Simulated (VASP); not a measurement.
# W (Im-3m) in VASP: notebook

W is run at these levels: PBE; tasks: single point.

All numbers are computed with VASP 6.6.1; they aren't measurements. Logs are shortened: lines on timing, memory, paths and dates and some standing lists are left out, and cuts for length are marked.

## (1) The cell of the first run

The structure is cubic, space group Im-3m (No. 229). Conventional cell: a = 3.286 Å, b = 3.286 Å, c = 3.286 Å, α = 90.00°, β = 90.00°, γ = 90.00°. W (site symmetry m-3m) has 14 W at 2.85 to 3.29 Å within 3.7 Å.

## (2) Single point, PBE (17.75 Å³/atom)

INCAR reads:

```
SYSTEM = W
PREC = Accurate ; ENCUT = 520
EDIFF = 1E-6 ; ISMEAR = 0
SIGMA = 0.1 ; LREAL = .FALSE.
LASPH = .TRUE. ; NELM = 80
ALGO = Normal ; ISIF = 2
LWAVE = .FALSE. ; LCHARG = .FALSE.
GGA = PE ; NBANDS = 13
```

KPOINTS reads:

```
regular mesh
0
G
  18 18 18
  0 0 0
```

POSCAR reads:

```
W
1.0
   -1.6431604606      1.6431604606      1.6431604606
    1.6431604606     -1.6431604606      1.6431604606
    1.6431604606      1.6431604606     -1.6431604606
W
1
Direct
    0.0000000000      0.0000000000      0.0000000000
```

Potentials or basis: VASP PAW PBE potentials, release 64 (W_sv).

Started as:

```bash
cat potpaw_PBE.64/W_sv/POTCAR > POTCAR
mpirun -np 1 vasp_std > vasp.out
```

OUTCAR:

```text
SYSTEM = W
   PREC = Accurate
   ENCUT = 520
   EDIFF = 1E-6
   ISMEAR = 0
   LREAL = .FALSE.
   LASPH = .TRUE.
   NELM = 80
   ISIF = 2
   GGA = PE

 ion  position               nearest neighbor table
   1  0.000  0.000  0.000-

  LATTYP: Found a body centered cubic cell.
 ALAT       =     3.2863209212

  Lattice vectors:

 A1 = (  -1.6431604606,   1.6431604606,   1.6431604606)
 A2 = (   1.6431604606,  -1.6431604606,   1.6431604606)
 A3 = (   1.6431604606,   1.6431604606,  -1.6431604606)

Analysis of symmetry for initial positions (statically):
=====================================================================
 Subroutine PRICEL returns:
 Original cell was already a primitive cell.

 Routine SETGRP: Setting up the symmetry group for a
 body centered cubic supercell.

 Subroutine GETGRP returns: Found 48 space group operations
 (whereof 48 operations were pure point group operations)
 out of a pool of 48 trial point group operations.

The static configuration has the point symmetry O_h .

Analysis of symmetry for dynamics (positions and initial velocities):
=====================================================================
 Subroutine PRICEL returns:
 Original cell was already a primitive cell.

 Routine SETGRP: Setting up the symmetry group for a
 body centered cubic supercell.

 Subroutine GETGRP returns: Found 48 space group operations
 (whereof 48 operations were pure point group operations)
 out of a pool of 48 trial point group operations.

The dynamic configuration has the point symmetry O_h .

 Subroutine INISYM returns: Found 48 space group operations
 (whereof 48 operations are pure point group operations),
 and found     1 'primitive' translations

----------------------------------------------------------------------------------------

                                     Primitive cell

  volume of cell :      17.7460

  direct lattice vectors                    reciprocal lattice vectors
    -1.643160461  1.643160461  1.643160461     0.000000000  0.304291645  0.304291645
     1.643160461 -1.643160461  1.643160461     0.304291645  0.000000000  0.304291645
     1.643160461  1.643160461 -1.643160461     0.304291645  0.304291645  0.000000000

  length of vectors
     2.846037403  2.846037403  2.846037403     0.430333372  0.430333372  0.430333372
[... 84 lines left out ...]
   NFREE  =      0    steps in history (QN), initial steepest desc. (CG)
   ISIF   =      2    stress and relaxation
   ISYM   =      2    0-nonsym 1-usesym 2-fastsym
   POTIM  = 0.5000    time-step for ionic-motion
   TEBEG  =    0.0;   TEEND  =   0.0 temperature during run
   PSTRESS=    0.0 pullay stress
   NELECT =      14.0000    total number of electrons
   NUPDOWN=      -1.0000    fix difference up-down
   EMIN   =  10.00;   EMAX   =-10.00  energy-range for DOS
   EFERMI =   0.00;   METHOD = LEGACY
   ISMEAR =     0;   SIGMA  =   0.10  broadening in eV -4-tet -1-fermi 0-gaus
   EFERMI_NEDOS =   21; number of points for ismear=-14 and -15
   IALGO  =     38    algorithm
   IMIX   =      4    mixing-type and parameters
     AMIX     =   0.40;   BMIX     =  1.00
     AMIX_MAG =   1.60;   BMIX_MAG =  1.00
  volume/ion in A,a.u.               =      17.75       119.76
  Fermi-wavevector in a.u.,A,eV,Ry     =   1.512693  2.858576 31.133407  2.288241
  Thomas-Fermi vector in A             =   2.622584
   LORBIT       =      0    0 simple, 1 ext, 2 COOP (PROOUT), +10 PAW based schemes
   GGA     = PE    functional components
   LHFCALC =     F    Hartree Fock is set to
   AEXX    =    0.0000 exact exchange contribution
   IVDW    =     0    specifies the selected vdW correction
   LEPSILON=     F    determine dielectric tensor
   LRPA    =     F    only Hartree local field effects (RPA)
 non-spin polarized calculation
 Gauss-broadening in eV      SIGMA  =   0.10
  energy-cutoff  :      520.00
  volume of cell :       17.75
 maximum number of plane-waves:       490
 NGX is ok and might be reduce to    24
   NGX = 11   NGY = 11   NGZ = 11

 number of electron      14.0000001 magnetization

 Free energy of the ion-electron system (eV)
  ---------------------------------------------------
  ext. energy  EPLUGINS =         0.00000000
  ---------------------------------------------------
  free energy    TOTEN  =       -12.82632985 eV

  energy without entropy =      -12.82194273  energy(sigma->0) =      -12.82413629

 E-fermi :   9.8666     XC(G=0): -13.0125

 val. band max:        9.8657334232   @ k =  -0.1667   0.1667   0.0556
 cond. band min:       9.8710593542   @ k =  -0.2778   0.3333   0.2222
 fundamental gap:      0.0053259310
 Fermi energy:         9.8665683302

 k-point     1 :       0.0000    0.0000    0.0000
  band No.  band energies     occupation
      1     -64.4691      2.00000
      2     -28.1675      2.00000
      3     -28.1675      2.00000
      4     -28.1675      2.00000
      5       0.8773      2.00000
      6       8.8193      2.00000
      7       8.8193      2.00000
      8       8.8193      2.00000
      9      11.8713      0.00000
     10      11.8713      0.00000
     11      24.1242      0.00000
     12      24.1242      0.00000
     13      24.1242      0.00000
[... 354 lines left out ...]
  band No.  band energies     occupation
      1     -64.3887      2.00000
      2     -28.9924      2.00000
      3     -28.4818      2.00000
      4     -28.2085      2.00000
      5       4.6662      2.00000
      6       6.9381      2.00000
      7       9.1767      2.00000
      8      11.6238      0.00000
      9      12.7354      0.00000
     10      15.3575      0.00000
     11      19.2504      0.00000
     12      21.8814      0.00000
     13      25.0872      0.00000

 [... further k-points ...]

------------------------ aborting loop because EDIFF is reached ----------------------------------------

  FORCE on cell =-STRESS in cart. coord.  units (eV):
  Direction    XX          YY          ZZ          XY          YZ          ZX
  --------------------------------------------------------------------------------------
  -------------------------------------------------------------------------------------
  Total       -2.5830875     -2.5830875     -2.5830875     -0.0000000     -0.0000000     -0.0000000
  in kB     -233.2114065   -233.2114065   -233.2114065     -0.0000000     -0.0000000     -0.0000000
  external PRESSURE =    -233.2114065 kB  Pullay stress =       0.0000000 kB

 VOLUME and BASIS-vectors are now :
 -----------------------------------------------------------------------------
  energy-cutoff  :      520.00
  volume of cell :       17.75
      direct lattice vectors                 reciprocal lattice vectors
    -1.643160461  1.643160461  1.643160461     0.000000000  0.304291645  0.304291645
     1.643160461 -1.643160461  1.643160461     0.304291645  0.000000000  0.304291645
     1.643160461  1.643160461 -1.643160461     0.304291645  0.304291645  0.000000000

 POSITION                                       TOTAL-FORCE (eV/Angst)
 -----------------------------------------------------------------------------------
      0.00000      0.00000      0.00000        -0.000000     -0.000000     -0.000000
 -----------------------------------------------------------------------------------
    total drift:                                0.000000      0.000000      0.000000

  FREE ENERGIE OF THE ION-ELECTRON SYSTEM (eV)
  ---------------------------------------------------
  free  energy   TOTEN  =       -12.8263298492 eV

  energy  without entropy=      -12.8219427331  energy(sigma->0) =      -12.82413629
```

It took 41 s on 1 thread of Intel Xeon 8259CL, shared host; peak memory 0.17 GiB.

Results:

| Property | Result |
| --- | --- |
| Free energy | -12.8263 eV |
| Pressure | -23.3 GPa |
| Band gap on the k mesh | zero (bands 7 and 8 overlap by 5.45 eV) |

Levels at points of the mesh, in eV from the Fermi level:
```csv
k point,band 3,band 4,band 5,band 6,band 7,band 8,band 9,band 10,band 11,band 12
"(0.00, 0.00, 0.00)",-38.03,-38.03,-8.99,-1.05,-1.05,-1.05,2.00,2.00,14.26,14.26
"(0.50, 0.00, 0.00)",-38.33,-38.04,-5.57,-3.05,0.38,1.84,2.69,5.21,9.37,11.20
"(0.50, 0.50, 0.50)",-38.66,-38.66,-4.97,-4.97,4.40,4.40,4.40,7.42,7.42,7.42
```

Caveat: the cell stands under tension; spin-orbit coupling is left out, which moves the levels of the heavy elements.

## (3) Single point, PBE

This run uses another cell than the first one, of 16.13 Å³/atom.

INCAR reads:

```
PREC     = Accurate       # precision mode
ENCUT    = 520            # plane-wave cutoff, eV
EDIFF    = 1E-7           # SCF threshold, eV
ISMEAR   = 0              # smearing method
SIGMA    = 0.1            # smearing width, eV
LREAL    = False          # projectors in reciprocal space
LASPH    = True           # aspherical terms in the spheres
NELM     = 60             # most SCF steps
ALGO     = Fast           # electronic algorithm
ISIF     = 2              # what is computed and relaxed
LWAVE    = False          # write WAVECAR
LCHARG   = True           # write CHGCAR
GGA      = PE             # functional
LELF     = True           # ELF
LVHAR    = True         
ISYM     = 0            
NBANDS   = 13             # bands
```

KPOINTS reads:

```
regular mesh
0
Gamma
  11 7 33
```

POSCAR reads:

```
W
1.0
    3.1835553865      0.0000000000      0.0000000000
   -1.5917776932      5.0336430393      0.0000000000
    1.5917776932     -2.0134572157      1.0067286079
W
1
Direct
    0.0000000000      0.0000000000      0.0000000000
```

Potentials or basis: VASP PAW PBE potentials, release 64 (W_sv).

Started as:

```bash
cat potpaw_PBE.64/W_sv/POTCAR > POTCAR
mpirun -np 1 vasp_std > vasp.out
```

OUTCAR:

```text
PREC = Accurate
   ENCUT = 520
   EDIFF = 1E-7
   ISMEAR = 0
   LREAL = False
   LASPH = True
   NELM = 60
   ISIF = 2
   GGA = PE
   ISYM = 0

 ion  position               nearest neighbor table
   1  0.000  0.000  0.000-

IMPORTANT INFORMATION: All symmetrisations will be switched off!
NOSYMM: (Re-)initialisation of all symmetry stuff for point group C_1.

----------------------------------------------------------------------------------------

                                     Primitive cell

[... 553 lines left out ...]

  FORCE on cell =-STRESS in cart. coord.  units (eV):
  Direction    XX          YY          ZZ          XY          YZ          ZX
  --------------------------------------------------------------------------------------
  -------------------------------------------------------------------------------------
  Total        0.0572775      0.0428334      0.0520332      0.0042629     -0.0035681     -0.0016802
  in kB        5.6883688      4.2538871      5.1675394      0.4233574     -0.3543565     -0.1668676
  external PRESSURE =       5.0365984 kB  Pullay stress =       0.0000000 kB

 VOLUME and BASIS-vectors are now :
 -----------------------------------------------------------------------------
  energy-cutoff  :      520.00
  volume of cell :       16.13
      direct lattice vectors                 reciprocal lattice vectors
     3.183555387  0.000000000  0.000000000     0.314114215  0.099331636 -0.297994909
    -1.591777693  5.033643039  0.000000000     0.000000000  0.198663273  0.397326545
     1.591777693 -2.013457216  1.006728608     0.000000000  0.000000000  0.993316364

 POSITION                                       TOTAL-FORCE (eV/Angst)
 -----------------------------------------------------------------------------------
      0.00000      0.00000      0.00000        -0.000000      0.000000     -0.000000
 -----------------------------------------------------------------------------------
    total drift:                               -0.000000      0.000000     -0.000000

  FREE ENERGIE OF THE ION-ELECTRON SYSTEM (eV)
  ---------------------------------------------------
  free  energy   TOTEN  =       -12.9556857924 eV

  energy  without entropy=      -12.9533468134  energy(sigma->0) =      -12.95451630
```

OSZICAR:

```text
N       E                     dE             d eps       ncg     rms          rms(c)
DAV:   1     0.849281218832E+02    0.84928E+02   -0.74570E+03 33192   0.122E+03
DAV:   2    -0.119172726439E+02   -0.96845E+02   -0.93012E+02 37061   0.318E+02
DAV:   3    -0.135820300720E+02   -0.16648E+01   -0.16586E+01 36531   0.401E+01
DAV:   4    -0.135888459156E+02   -0.68158E-02   -0.68157E-02 36546   0.284E+00
DAV:   5    -0.135889030655E+02   -0.57150E-04   -0.57150E-04 36881   0.246E-01    0.203E+01
RMM:   6    -0.130866539144E+02    0.50225E+00   -0.40732E-01 35736   0.598E+00    0.836E+00
RMM:   7    -0.129585287099E+02    0.12813E+00   -0.29673E-01 36004   0.510E+00    0.899E-01
RMM:   8    -0.129559043675E+02    0.26243E-02   -0.11964E-02 41421   0.120E+00    0.271E-01
RMM:   9    -0.129556985663E+02    0.20580E-03   -0.18121E-03 39988   0.511E-01    0.234E-02
RMM:  10    -0.129556969937E+02    0.15726E-05   -0.27254E-04 41514   0.196E-01    0.111E-02
RMM:  11    -0.129556848068E+02    0.12187E-04   -0.38119E-05 42024   0.746E-02    0.431E-03
RMM:  12    -0.129556857155E+02   -0.90873E-06   -0.72649E-06 43191   0.351E-02    0.122E-03
RMM:  13    -0.129556857924E+02   -0.76830E-07   -0.98952E-07 38029   0.129E-02
   1 F= -.12955686E+02 E0= -.12954516E+02  d E =-.233898E-02
```

stdout:

```text
POSCAR found type information on POSCAR W
 POSCAR found :  1 types and       1 ions
 scaLAPACK will be used
 LDA part: xc-table for (Slater+PW92), standard interpolation
 -----------------------------------------------------------------------------
|                                                                             |
|           W    W    AA    RRRRR   N    N  II  N    N   GGGG   !!!           |
|           W    W   A  A   R    R  NN   N  II  NN   N  G    G  !!!           |
|           W    W  A    A  R    R  N N  N  II  N N  N  G       !!!           |
|           W WW W  AAAAAA  RRRRR   N  N N  II  N  N N  G  GGG   !            |
|           WW  WW  A    A  R   R   N   NN  II  N   NN  G    G                |
|           W    W  A    A  R    R  N    N  II  N    N   GGGG   !!!           |
|                                                                             |
|     Your reciprocal lattice and k-lattice belong to different lattice       |
|     classes:                                                                |
|                                                                             |
|        The reciprocal lattice is face-centered cubic,                       |
|        whereas your k-lattice is triclinic.                                 |
|                                                                             |
|     Results are often still useful ...                                      |
|                                                                             |
 -----------------------------------------------------------------------------

 POSCAR, INCAR and KPOINTS ok, starting setup
 FFT: planning ... GRIDC
 FFT: planning ... GRID_SOFT
 FFT: planning ... GRID
 WAVECAR not read
 entering main loop
```

It took 11 min on 1 thread of Intel Xeon 8259CL, shared host; peak memory 0.39 GiB.

Results:

| Item | Value |
| --- | --- |
| Free energy | -12.9557 eV |
| Pressure | 0.5 GPa |
| Band gap on the k mesh | zero (bands 7 and 8 overlap by 5.74 eV) |

Levels at points of the mesh, in eV from the Fermi level:
```csv
k point,band 3,band 4,band 5,band 6,band 7,band 8,band 9,band 10,band 11,band 12
"(0.00, 0.00, 0.00)",-37.80,-37.80,-9.55,-1.21,-1.21,-1.20,2.21,2.21,14.47,14.47
```

Caveat: spin-orbit coupling is left out, which moves the levels of the heavy elements.
